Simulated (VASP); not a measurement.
# Si2N (P4_2/mnm) in VASP: relaxation of cell and atoms with PBE

Aim: the relaxation of cell and atoms of Si2N with PBE.

Everything below comes from runs of VASP 6.6.1. Logs are shortened: lines on timing, memory, paths and dates and some standing lists are left out, and cuts for length are marked.

**1. The cell of the first run**

The structure is tetragonal, space group P4_2/mnm (No. 136). Conventional cell: a = 4.954 Å, b = 4.954 Å, c = 3.191 Å, α = 90.00°, β = 90.00°, γ = 90.00°. Si (site symmetry m2m) has 3 N at 2.10 to 2.14 Å and 1 Si at 2.72 Å within 2.8 Å. Within 2.8 Å of N (site symmetry mmm) lie 6 Si at 2.10 to 2.14 Å.

**2. Relaxation of cell and atoms, PBE**

INCAR

```
ALGO = Normal
EDIFF = 1E-7
EDIFFG = -0.04
ENCUT = 910
GGA = PE
GGA_COMPAT = False
IBRION = 2
ISIF = 3
ISMEAR = 0
LASPH = True
LCHARG = False
LREAL = False
LWAVE = False
NELM = 120
NELMIN = 4
NSW = 90
PREC = Accurate
SIGMA = 0.1
```

KPOINTS

```
k-points
0
Gamma
  4 4 6
```

POSCAR

```
Si2N
1.0
    4.9539022132      0.0000000000      0.0000000000
    0.0000000000      4.9539022132      0.0000000000
    0.0000000000      0.0000000000      3.1908133759
Si N
4 2
Direct
    0.3060000000      0.3060000000      0.0000000000
    0.1940000000      0.8060000000      0.5000000000
    0.6940000000      0.6940000000      0.0000000000
    0.8060000000      0.1940000000      0.5000000000
    0.0000000000      0.0000000000      0.0000000000
    0.5000000000      0.5000000000      0.5000000000
```

Potentials or basis: VASP PAW PBE potentials, release 64 (Si, N_h).

Started as:

```console
$ cat potpaw_PBE.64/Si/POTCAR potpaw_PBE.64/N_h/POTCAR > POTCAR
$ mpirun -np 1 vasp_std > vasp.out
```

OUTCAR:

```text
EDIFF = 1E-7
   EDIFFG = -0.04
   ENCUT = 910
   GGA = PE
   IBRION = 2
   ISIF = 3
   ISMEAR = 0
   LASPH = True
   LREAL = False
   NELM = 120
   NELMIN = 4
   NSW = 90
   PREC = Accurate

 ion  position               nearest neighbor table
   1  0.306  0.306  0.000-   6 2.10   6 2.10   5 2.14   3 2.72   4 3.00   2 3.00   4 3.00   2 3.00
                             2 3.00   2 3.00   4 3.00   4 3.00
   2  0.194  0.806  0.500-   5 2.10   5 2.10   6 2.14   4 2.72   1 3.00   1 3.00   3 3.00   3 3.00
                             1 3.00   1 3.00   3 3.00   3 3.00
   3  0.694  0.694  0.000-   6 2.10   6 2.10   5 2.14   1 2.72   4 3.00   2 3.00   4 3.00   2 3.00
                             4 3.00   4 3.00   2 3.00   2 3.00
   4  0.806  0.194  0.500-   5 2.10   5 2.10   6 2.14   2 2.72   3 3.00   1 3.00   3 3.00   1 3.00
                             3 3.00   3 3.00   1 3.00   1 3.00
   5  0.000  0.000  0.000-   2 2.10   4 2.10   2 2.10   4 2.10   3 2.14   1 2.14
   6  0.500  0.500  0.500-   1 2.10   3 2.10   1 2.10   3 2.10   2 2.14   4 2.14

  LATTYP: Found a simple tetragonal cell.
 ALAT       =     4.9539022132
 C/A-ratio  =     0.6441010013

  Lattice vectors:

 A1 = (   4.9539022132,   0.0000000000,   0.0000000000)
 A2 = (   0.0000000000,   4.9539022132,   0.0000000000)
 A3 = (   0.0000000000,   0.0000000000,   3.1908133759)

Analysis of symmetry for initial positions (statically):
=====================================================================
 Subroutine PRICEL returns:
 Original cell was already a primitive cell.

 Routine SETGRP: Setting up the symmetry group for a
 simple tetragonal supercell.

 Subroutine GETGRP returns: Found 16 space group operations
 (whereof  8 operations were pure point group operations)
 out of a pool of 16 trial point group operations.

The static configuration has the point symmetry D_2h.
 The point group associated with its full space group is D_4h.

Analysis of symmetry for dynamics (positions and initial velocities):
=====================================================================
 Subroutine PRICEL returns:
 Original cell was already a primitive cell.

 Routine SETGRP: Setting up the symmetry group for a
 simple tetragonal supercell.

 Subroutine GETGRP returns: Found 16 space group operations
 (whereof  8 operations were pure point group operations)
 out of a pool of 16 trial point group operations.

The dynamic configuration has the point symmetry D_2h.
 The point group associated with its full space group is D_4h.

 Subroutine INISYM returns: Found 16 space group operations
 (whereof  8 operations are pure point group operations),
 and found     1 'primitive' translations

----------------------------------------------------------------------------------------

                                     Primitive cell

  volume of cell :      78.3062

  direct lattice vectors                    reciprocal lattice vectors
     4.953902213  0.000000000  0.000000000     0.201861070  0.000000000  0.000000000
     0.000000000  4.953902213  0.000000000     0.000000000  0.201861070  0.000000000
     0.000000000  0.000000000  3.190813376     0.000000000  0.000000000  0.313399714

  length of vectors
     4.953902213  4.953902213  3.190813376     0.201861070  0.201861070  0.313399714

  position of ions in fractional coordinates (direct lattice)
     0.306000000  0.306000000  0.000000000
     0.194000000  0.806000000  0.500000000
     0.694000000  0.694000000  0.000000000
     0.806000000  0.194000000  0.500000000
     0.000000000  0.000000000  0.000000000
     0.500000000  0.500000000  0.500000000

  ion indices of the primitive-cell ions
   primitive index   ion index
                 1           1
                 2           2
                 3           3
                 4           4
                 5           5
                 6           6

----------------------------------------------------------------------------------------

 KPOINTS: k-points

Automatic generation of k-mesh.
 Grid dimensions read from file:
 generate k-points for:    4    4    6

 Generating k-lattice:

  Cartesian coordinates                     Fractional coordinates (reciprocal lattice)
     0.050465267  0.000000000  0.000000000     0.250000000  0.000000000  0.000000000
     0.000000000  0.050465267  0.000000000     0.000000000  0.250000000  0.000000000
     0.000000000  0.000000000  0.052233286     0.000000000  0.000000000  0.166666667

  Length of vectors
     0.050465267  0.050465267  0.052233286

  Shift w.r.t. Gamma in fractional coordinates (k-lattice)
     0.000000000  0.000000000  0.000000000

 Subroutine IBZKPT returns following result:
 ===========================================

 Found     24 irreducible k-points:

 Following reciprocal coordinates:
            Coordinates               Weight
  0.000000  0.000000  0.000000      1.000000
  0.250000  0.000000  0.000000      4.000000
  0.500000  0.000000  0.000000      2.000000
  0.250000  0.250000  0.000000      4.000000
  0.500000  0.250000  0.000000      4.000000
  0.500000  0.500000  0.000000      1.000000
[... 16 lines left out ...]
  0.500000  0.250000  0.500000      4.000000
  0.500000  0.500000  0.500000      1.000000
   k-points           NKPTS =     24   k-points in BZ     NKDIM =     24   number of bands    NBANDS=     17
   number of dos      NEDOS =    301   number of ions     NIONS =      6
   total plane-waves  NPLWV =  80000
   dimension x,y,z NGX =    50 NGY =   50 NGZ =   32
   dimension x,y,z NGXF=   100 NGYF=  100 NGZF=   64
   ions per type =               4   2
   NGX,Y,Z   is equivalent  to a cutoff of  16.78, 16.78, 16.67 a.u.
   NGXF,Y,Z  is equivalent  to a cutoff of  33.56, 33.56, 33.34 a.u.
 SYSTEM =  unknown system
   PREC   = accura    normal or accurate (medium, high low for compatibility)
   ISTART =      0    job   : 0-new  1-cont  2-samecut
   ICHARG =      2    charge: 1-file 2-atom 10-const
   ISPIN  =      1    spin polarized calculation?
   LNONCOLLINEAR =      F non collinear calculations
   LSORBIT =      F    spin-orbit coupling
   LASPH  =      T    aspherical Exc in radial PAW
   ENCUT  =  910.0 eV  66.88 Ry    8.18 a.u.  12.18 12.18  7.85*2*pi/ulx,y,z
   NELM   =    120;   NELMIN=  4; NELMDL= -5     # of ELM steps
   EDIFF  = 0.1E-06   stopping-criterion for ELM
   LREAL  =      F    real-space projection
   EDIFFG = -.4E-01   stopping-criterion for IOM
   NSW    =     90    number of steps for IOM
   IBRION =      2    ionic relax: 0-MD 1-quasi-New 2-CG
   NFREE  =      1    steps in history (QN), initial steepest desc. (CG)
   ISIF   =      3    stress and relaxation
   ISYM   =      2    0-nonsym 1-usesym 2-fastsym
   POTIM  = 0.5000    time-step for ionic-motion
   TEBEG  =    0.0;   TEEND  =   0.0 temperature during run
   PSTRESS=    0.0 pullay stress
   NELECT =      26.0000    total number of electrons
   NUPDOWN=      -1.0000    fix difference up-down
   EMIN   =  10.00;   EMAX   =-10.00  energy-range for DOS
   EFERMI =   0.00;   METHOD = LEGACY
   ISMEAR =     0;   SIGMA  =   0.10  broadening in eV -4-tet -1-fermi 0-gaus
   EFERMI_NEDOS =   21; number of points for ismear=-14 and -15
   IALGO  =     38    algorithm
   IMIX   =      4    mixing-type and parameters
     AMIX     =   0.40;   BMIX     =  1.00
     AMIX_MAG =   1.60;   BMIX_MAG =  1.00
  volume/ion in A,a.u.               =      13.05        88.07
  Fermi-wavevector in a.u.,A,eV,Ry     =   1.133619  2.142230 17.484745  1.285092
  Thomas-Fermi vector in A             =   2.270322
   LORBIT       =      0    0 simple, 1 ext, 2 COOP (PROOUT), +10 PAW based schemes
   GGA     = PE    functional components
   LHFCALC =     F    Hartree Fock is set to
   AEXX    =    0.0000 exact exchange contribution
   IVDW    =     0    specifies the selected vdW correction
   LEPSILON=     F    determine dielectric tensor
   LRPA    =     F    only Hartree local field effects (RPA)
 conjugate gradient relaxation of ions
 non-spin polarized calculation
 Gauss-broadening in eV      SIGMA  =   0.10
  energy-cutoff  :      910.00
  volume of cell :       78.31
 maximum number of plane-waves:      4928
 NGX is ok and might be reduce to    50
   NGX = 25   NGY = 25   NGZ = 15

--------------------------------------- Ionic step        1  -------------------------------------------

 number of electron      26.0000000 magnetization

 Free energy of the ion-electron system (eV)
  ---------------------------------------------------
  ext. energy  EPLUGINS =         0.00000000
  ---------------------------------------------------
  free energy    TOTEN  =       -31.94162338 eV

  energy without entropy =      -31.91740572  energy(sigma->0) =      -31.92951455

------------------------ aborting loop because EDIFF is reached ----------------------------------------

  FORCE on cell =-STRESS in cart. coord.  units (eV):
  Direction    XX          YY          ZZ          XY          YZ          ZX
  --------------------------------------------------------------------------------------
  -------------------------------------------------------------------------------------
  Total        2.4945007      2.4945007     -3.1037061      0.0000000      0.0000000      0.0000000
  in kB       51.0385058     51.0385058    -63.5030970      0.0000000      0.0000000      0.0000000
  external PRESSURE =      12.8579716 kB  Pullay stress =       0.0000000 kB
[... 101 lines left out ...]
  FREE ENERGIE OF THE ION-ELECTRON SYSTEM (eV)
  ---------------------------------------------------
  free  energy   TOTEN  =       -32.7352293656 eV

  energy  without entropy=      -32.7256684277  energy(sigma->0) =      -32.73044890

 E-fermi :   6.8502     XC(G=0): -10.1883

 val. band max:        6.8144059976   @ k =   0.5000   0.0000   0.5000
 cond. band min:       6.9934744129   @ k =   0.5000   0.2500   0.1667
 fundamental gap:      0.1790684153
 Fermi energy:         6.8501564891

 k-point     1 :       0.0000    0.0000    0.0000
  band No.  band energies     occupation
      1     -12.4344      2.00000
      2     -12.1061      2.00000
      3      -3.6947      2.00000
      4      -3.6947      2.00000
      5       0.0594      2.00000
      6       0.0594      2.00000
[... 457 lines left out ...]
      4      -5.1050      2.00000
      5      -1.2013      2.00000
      6      -1.2013      2.00000
[... 9 lines left out ...]
     16       7.2365      0.00000
     17      10.6229      0.00000

[... ionic steps 4 to 39 ...]

--------------------------------------- Ionic step       40  -------------------------------------------

 number of electron      26.0000000 magnetization

------------------------ aborting loop because EDIFF is reached ----------------------------------------
[... 75 lines left out ...]
--------------------------------------- Ionic step       42  -------------------------------------------

 number of electron      26.0000000 magnetization

 Free energy of the ion-electron system (eV)
  ---------------------------------------------------
  ext. energy  EPLUGINS =         0.00000000
  ---------------------------------------------------
  free energy    TOTEN  =       -34.40541708 eV

  energy without entropy =      -34.39440126  energy(sigma->0) =      -34.39990917

 E-fermi :   5.4882     XC(G=0):  -9.6387

 val. band max:        5.4565554718   @ k =   0.5000   0.0000   0.5000
 cond. band min:       5.5660855042   @ k =   0.5000   0.5000   0.5000
 fundamental gap:      0.1095300324
 Fermi energy:         5.4881679310

 k-point     1 :       0.0000    0.0000    0.0000
  band No.  band energies     occupation
      1     -12.8516      2.00000
      2     -12.6369      2.00000
      3      -4.9392      2.00000
      4      -4.9392      2.00000
      5      -1.0079      2.00000
      6      -0.5983      2.00000
[... 502 lines left out ...]
  FREE ENERGIE OF THE ION-ELECTRON SYSTEM (eV)
  ---------------------------------------------------
  free  energy   TOTEN  =       -34.4054170819 eV

  energy  without entropy=      -34.3944012593  energy(sigma->0) =      -34.39990917

 reached required accuracy - stopping structural energy minimisation
```

Wall time 17 min (1 thread of Intel Xeon 6975P-C (Granite Rapids), shared host); peak memory 0.3 GiB.

What came out:

```yaml
Free_energy: -34.4054 eV
Relaxed_volume: 16.53 Å³/atom
Relaxed_cell: a = 6.197 Å, b = 6.197 Å, c = 2.582 Å, α = 90.00°, β = 90.00°, γ = 90.00°
Space_group_after_relaxing_to_0.1_Å: P4_2/mnm (No. 136)
Energy_gained_by_relaxing: 410.6 meV/atom
Ionic_steps: 42
Pressure_after_relaxing: 0.0 GPa
Largest_force_after_relaxing: 0.028 eV/Å
Band_gap_on_the_k_mesh: zero (bands 13 and 14 overlap by 2.23 eV)
```

Forces in eV/Å, atoms in the order of the input:
```
Si  -0.019 -0.019  0.000
Si   0.019 -0.019  0.000
Si   0.019  0.019  0.000
Si  -0.019  0.019  0.000
N    0.000  0.000  0.000
N    0.000  0.000  0.000
```

The path:
```csv
step,energy change (eV),largest force (eV/Å),pressure (GPa),volume (Å³)
1,0.0000,0.9150,1.29,78.31
3,-0.7936,0.2493,-10.61,82.25
5,-0.9728,0.1876,-7.75,79.41
7,-1.0321,0.2939,-5.96,77.28
9,-1.1424,0.1573,-0.15,73.06
11,-1.1450,0.1539,0.18,72.87
13,-1.1673,0.1729,0.66,72.84
15,-1.1938,0.0419,5.72,72.65
17,-1.2071,0.0839,3.29,72.79
19,-1.2210,0.0551,3.21,73.34
21,-1.2717,0.0569,4.39,75.59
23,-0.5097,4.5877,21.23,84.86
25,-1.3358,0.7152,9.16,78.99
27,-1.3523,0.9756,10.19,80.18
29,-1.3992,1.4793,12.63,82.65
31,-1.5164,2.1734,12.95,85.99
33,-1.9986,1.8945,7.81,92.72
35,-2.2835,1.3883,1.88,101.82
37,-2.4306,0.0612,-1.45,100.95
39,-2.4632,0.0605,0.05,99.24
41,-2.4635,0.0620,0.19,99.08
42,-2.4638,0.0275,0.04,99.16
```

Final structure:
```xyz
6
Lattice="6.1974 0.0000 0.0000 0.0000 6.1974 0.0000 0.0000 0.0000 2.5818" Properties=species:S:1:pos:R:3 pbc="T T T"
Si    2.1486    2.1486    0.0000
Si    0.9500    5.2473    1.2909
Si    4.0487    4.0487    0.0000
Si    5.2473    0.9500    1.2909
N     0.0000    0.0000    0.0000
N     3.0987    3.0987    1.2909
```

Caveat: the cutoff is under 1.25 times the usual one of these potentials, so pressure, stress and relaxed cells hold a basis-set (Pulay) error; the volume moved by over 15 % at a fixed basis, so the end points are rough.
